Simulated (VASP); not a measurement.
A run of VASP 6.6.1:

The input INCAR:

```
  PREC = Accurate
  ENCUT = 520
  EDIFF = 1E-6
  ISMEAR = 0
  SIGMA = 0.01
  LREAL = F
  LASPH = T
  NELM = 60
  ALGO = Normal
  ISIF = 2
  LWAVE = F
  LCHARG = T
  GGA = PE
  LELF = T
  LVHAR = T
  NBANDS = 15
```

File KPOINTS:

```
Automatic mesh
0
Gamma
  4 4 4
```

POSCAR

```
KI
1.0
   -0.0354428524      3.5442852436      3.5442852436
    3.5442852436     -0.0354428524      3.5442852436
    3.5088423911      3.5088423911      0.0000000000
K I
1 1
Direct
    0.0000000000      0.0000000000      0.0000000000
    0.5000000000      0.5000000000      0.5000000000
```

Potentials or basis: VASP PAW PBE potentials, release 64 (K_sv, I).

Launch:

```bash
$ cat potpaw_PBE.64/K_sv/POTCAR potpaw_PBE.64/I/POTCAR > POTCAR
$ mpirun -np 1 vasp_std > vasp.out
```

Hardware: 1 thread of Intel(R) Xeon(R) Platinum 8259CL CPU @ 2.50GHz (Skylake/Cascade Lake), on a shared host.

Problem. How long does it take, and how much memory?

Solution. It took 23 s on 1 thread of Intel(R) Xeon(R) Platinum 8259CL CPU @ 2.50GHz (Skylake/Cascade Lake) (shared host), peak memory 0.24 GiB. Counts: scf iterations 12, k points 18.
